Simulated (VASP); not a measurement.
# Si8S in VASP: single point with PBE+D3(BJ)

Aim: the single point of Si8S with PBE+D3(BJ).

Everything below comes from runs of VASP 6.6.1. Logs are shortened: lines on timing, memory, paths and dates and some standing lists are left out, and cuts for length are marked.

**1. The cell of the first run**

The cell holds a slab with vacuum, 9 atoms: a = 3.816 Å, b = 6.313 Å, c = 21.232 Å, α = 90.00°, β = 90.00°, γ = 90.00°.

**2. Single point, PBE+D3(BJ), collinear spin**

Input file INCAR:

```
SYSTEM = Si8S
PREC     = Accurate       ! precision mode
ENCUT    = 520            ! plane-wave cutoff, eV
EDIFF    = 1E-6           ! SCF threshold, eV
ISMEAR   = 0              ! smearing method
SIGMA    = 0.05           ! smearing width, eV
LREAL    = .FALSE.        ! projectors in reciprocal space
LASPH    = .TRUE.         ! aspherical terms in the spheres
NELM     = 150            ! most SCF steps
ALGO     = Normal         ! electronic algorithm
ISIF     = 2              ! what is computed and relaxed
LWAVE    = .FALSE.        ! write WAVECAR
LCHARG   = .TRUE.         ! write CHGCAR
ISPIN    = 2              ! spin polarisation
MAGMOM   = 0 0 0 0 0 0 0 0 2 ! initial moments
LORBIT   = 11             ! projections on sites
LDIPOL   = .TRUE.       
IDIPOL   = 3            
DIPOL    = 0.5 0.5 0.317
GGA      = PE             ! functional
IVDW     = 12             ! dispersion correction
LELF     = .TRUE.         ! ELF
LVHAR    = .TRUE.       
LVACPOTAV= .TRUE.       
NBANDS   = 33             ! bands
```

Input file KPOINTS:

```
regular mesh
0
G
  7 4 1
  0 0 0
```

Input file POSCAR:

```
Si8S
1.0
    3.8155170197      0.0000000000      0.0000000000
    0.0000000000      6.3129357895      0.0000000000
    0.0000000000      0.0000000000     21.2318711397
Si S
8 1
Direct
    0.0000000000      0.9369021388      0.1883960191
    0.0000000000      0.5630978612      0.1883960191
    0.5000000000      0.4369021388      0.2402729771
    0.5000000000      0.0630978612      0.2402729771
    0.5000000000      0.9332664454      0.3446595292
    0.5000000000      0.5667335546      0.3446595292
    0.0000000000      0.4266292815      0.3877129380
    0.0000000000      0.0733707185      0.3877129380
    0.5000000000      1.2599626148      0.5290099523
```

Potentials or basis: VASP PAW PBE potentials, release 64 (Si, S).

Started as:

```sh
$ cat potpaw_PBE.64/Si/POTCAR potpaw_PBE.64/S/POTCAR > POTCAR
$ mpirun -np 1 vasp_std > vasp.out
```

OUTCAR:

```text
SYSTEM = Si8S
   PREC = Accurate
   ENCUT = 520
   EDIFF = 1E-6
   ISMEAR = 0
   LREAL = .FALSE.
   LASPH = .TRUE.
   NELM = 150
   ISIF = 2
   ISPIN = 2
   LORBIT = 11
   GGA = PE
   IVDW = 12
 IVDW          = 12

 ion  position               nearest neighbor table
   1  0.000  0.937  0.188-   4 2.34   4 2.34   2 2.36
   2  0.000  0.563  0.188-   3 2.34   3 2.34   1 2.36
   3  0.500  0.437  0.240-   2 2.34   2 2.34   4 2.36   6 2.36
   4  0.500  0.063  0.240-   1 2.34   1 2.34   3 2.36   5 2.36
   5  0.500  0.933  0.345-   8 2.29   8 2.29   6 2.31   4 2.36
   6  0.500  0.567  0.345-   7 2.29   7 2.29   5 2.31   3 2.36
   7  0.000  0.427  0.388-   8 2.23   6 2.29   6 2.29
   8  0.000  0.073  0.388-   7 2.23   5 2.29   5 2.29
   9  0.500  0.260  0.529-

  LATTYP: Found a simple orthorhombic cell.
 ALAT       =     3.8155170197
 B/A-ratio  =     1.6545426889
 C/A-ratio  =     5.5646118285

  Lattice vectors:

 A1 = (   3.8155170197,   0.0000000000,   0.0000000000)
 A2 = (   0.0000000000,   6.3129357895,   0.0000000000)
 A3 = (   0.0000000000,   0.0000000000,  21.2318711397)

Analysis of symmetry for initial positions (statically):
=====================================================================
 Subroutine PRICEL returns:
 Original cell was already a primitive cell.

 Routine SETGRP: Setting up the symmetry group for a
 simple orthorhombic supercell.

 Subroutine GETGRP returns: Found  2 space group operations
 (whereof  2 operations were pure point group operations)
 out of a pool of  8 trial point group operations.

The static configuration has the point symmetry C_1h.

Analysis of symmetry for dynamics (positions and initial velocities):
=====================================================================
 Subroutine PRICEL returns:
 Original cell was already a primitive cell.

 Routine SETGRP: Setting up the symmetry group for a
 simple orthorhombic supercell.

 Subroutine GETGRP returns: Found  2 space group operations
 (whereof  2 operations were pure point group operations)
 out of a pool of  8 trial point group operations.

The dynamic configuration has the point symmetry C_1h.

Analysis of structural, dynamic, and magnetic symmetry:
=====================================================================
 Subroutine PRICEL returns:
 Original cell was already a primitive cell.

 Routine SETGRP: Setting up the symmetry group for a
 simple orthorhombic supercell.

 Subroutine GETGRP returns: Found  2 space group operations
[... 154 lines left out ...]
  energy without entropy =      -41.15685519  energy(sigma->0) =      -41.15872249

 E-fermi :  -1.6035     XC(G=0):  -4.2124

 val. band max:       -1.6036304967   @ k =   0.0000   0.5000   0.0000
 cond. band min:      -1.5814033431   @ k =   0.2857   0.2500   0.0000
 fundamental gap:      0.0222271536
 Fermi energy:        -1.6034758318

 spin component 1

 k-point     1 :       0.0000    0.0000    0.0000
  band No.  band energies     occupation
      1     -13.3329      1.00000
      2     -13.1224      1.00000
      3     -11.9280      1.00000
      4     -10.9027      1.00000
      5      -9.4957      1.00000
      6      -8.8374      1.00000
[... 397 lines left out ...]
     30       3.2967      0.00000
     31       3.5032      0.00000
 Fermi energy:        -1.6034758318

 spin component 2

 k-point     1 :       0.0000    0.0000    0.0000
  band No.  band energies     occupation
      1     -13.2841      1.00000
      2     -12.0036      1.00000
      3     -11.6609      1.00000
      4     -10.9145      1.00000
      5      -9.5119      1.00000
      6      -8.8443      1.00000
[... 397 lines left out ...]
     30       3.2733      0.00000
     31       3.4838      0.00000
 [bands above 31 left out]

------------------------ aborting loop because EDIFF is reached ----------------------------------------

 Edisp (eV)   -2.28823

 E8    (eV) :    -0.9822

  FORCE on cell =-STRESS in cart. coord.  units (eV):
  Direction    XX          YY          ZZ          XY          YZ          ZX
  --------------------------------------------------------------------------------------
  -------------------------------------------------------------------------------------
  Total       0.26406    -0.86707    -4.04495     0.00000     0.00575     0.00000
  in kB       0.82724    -2.71638   -12.67215     0.00000     0.01801     0.00000
  external pressure =       -4.85 kB  Pullay stress =        0.00 kB

 VOLUME and BASIS-vectors are now :
 -----------------------------------------------------------------------------
  energy-cutoff  :      520.00
  volume of cell :      511.41
      direct lattice vectors                 reciprocal lattice vectors
     3.815517020  0.000000000  0.000000000     0.262087679  0.000000000  0.000000000
     0.000000000  6.312935790  0.000000000     0.000000000  0.158404906  0.000000000
     0.000000000  0.000000000 21.231871140     0.000000000  0.000000000  0.047099005

 POSITION                                       TOTAL-FORCE (eV/Angst)
 -----------------------------------------------------------------------------------
      0.00000      5.91460      4.00000         0.000000     -0.677919      0.558981
      0.00000      3.55480      4.00000         0.000000      0.679340      0.553628
      1.90776      2.75814      5.10144         0.000000     -0.079065     -0.563407
      1.90776      0.39833      5.10144         0.000000      0.083492     -0.581797
      1.90776      5.89165      7.31777         0.000000     -0.124214      0.043696
      1.90776      3.57775      7.31777         0.000000      0.130159      0.033774
      0.00000      2.69328      8.23187         0.000000     -0.005832      0.483851
      0.00000      0.46318      8.23187         0.000000     -0.016388      0.411289
      1.90776      1.64113     11.23187         0.000000      0.010427     -0.940013
 -----------------------------------------------------------------------------------
    total drift:                               -0.000000      0.000040     -0.000194

  FREE ENERGIE OF THE ION-ELECTRON SYSTEM (eV)
  ---------------------------------------------------
  free  energy   TOTEN  =       -43.4488219790 eV

  energy  without entropy=      -43.4450873811  energy(sigma->0) =      -43.44695468

 vacuum level on the upper side and lower side of the slab         4.806         3.149

 total charge

# of ion       s       p       d       tot
------------------------------------------
    1        0.793   0.849   0.000   1.642
    2        0.792   0.849   0.000   1.642
    3        0.761   0.907   0.000   1.668
    4        0.762   0.906   0.000   1.668
    5        0.761   0.945   0.000   1.706
    6        0.761   0.945   0.000   1.706
    7        0.789   0.882   0.000   1.671
    8        0.789   0.885   0.000   1.674
    9        1.395   2.103   0.000   3.498
--------------------------------------------------
tot          7.602   9.272   0.000  16.874

 magnetization (x)

# of ion       s       p       d       tot
------------------------------------------
    1       -0.005  -0.012   0.000  -0.017
    2       -0.006  -0.021   0.000  -0.027
    3       -0.001  -0.005   0.000  -0.006
    4       -0.001  -0.005   0.000  -0.006
    5       -0.001  -0.001   0.000  -0.002
    6       -0.002  -0.003   0.000  -0.005
    7        0.003   0.001   0.000   0.004
    8        0.003  -0.001   0.000   0.002
    9        0.022   0.885   0.000   0.907
--------------------------------------------------
tot          0.012   0.838   0.000   0.849
```

OSZICAR:

```text
N       E                     dE             d eps       ncg     rms          rms(c)
DAV:   1     0.178360590829E+03    0.17836E+03   -0.12037E+04  1584   0.833E+02
DAV:   2    -0.216836803143E+02   -0.20004E+03   -0.19266E+03  2208   0.150E+02
DAV:   3    -0.415290372142E+02   -0.19845E+02   -0.19378E+02  1982   0.449E+01
[... 26 lines left out ...]
DAV:  30    -0.411605816914E+02   -0.40355E-05   -0.25253E-07  1391   0.118E-03    0.463E-04
DAV:  31    -0.411605843143E+02   -0.26229E-05   -0.10900E-07  1429   0.865E-04    0.423E-04
DAV:  32    -0.411605868610E+02   -0.25467E-05   -0.23359E-07  1362   0.108E-03    0.408E-04
DAV:  33    -0.411605889794E+02   -0.21185E-05   -0.30401E-07  1429   0.110E-03    0.277E-04
DAV:  34    -0.411605897893E+02   -0.80987E-06   -0.63875E-08  1400   0.678E-04
   1 F= -.43448822E+02 E0= -.43446955E+02  d E =-.373460E-02  mag=     1.3610
```

Wall time 24 min (1 thread of Intel Xeon 8259CL, shared host); peak memory 0.83 GiB.

Results:

- Free energy: -43.4488 eV
- Largest force: 0.940 eV/Å
- Net moment: 1.36 μB per cell
- Site moments: Si -0.02, -0.03, -0.01, -0.00, +0.00 (each value once); S +0.91 μB
- Valence electrons inside the program's atomic spheres: Si 1.64, 1.67, 1.71 (each value once); S 3.50
- Dispersion energy per atom: -0.254 eV

Forces in eV/Å, atoms in the order of the input:
```
Si   0.000 -0.678  0.559
Si   0.000  0.679  0.554
Si   0.000 -0.079 -0.563
Si   0.000  0.083 -0.582
Si   0.000 -0.124  0.044
Si   0.000  0.130  0.034
Si   0.000 -0.006  0.484
Si   0.000 -0.016  0.411
S    0.000  0.010 -0.940
```
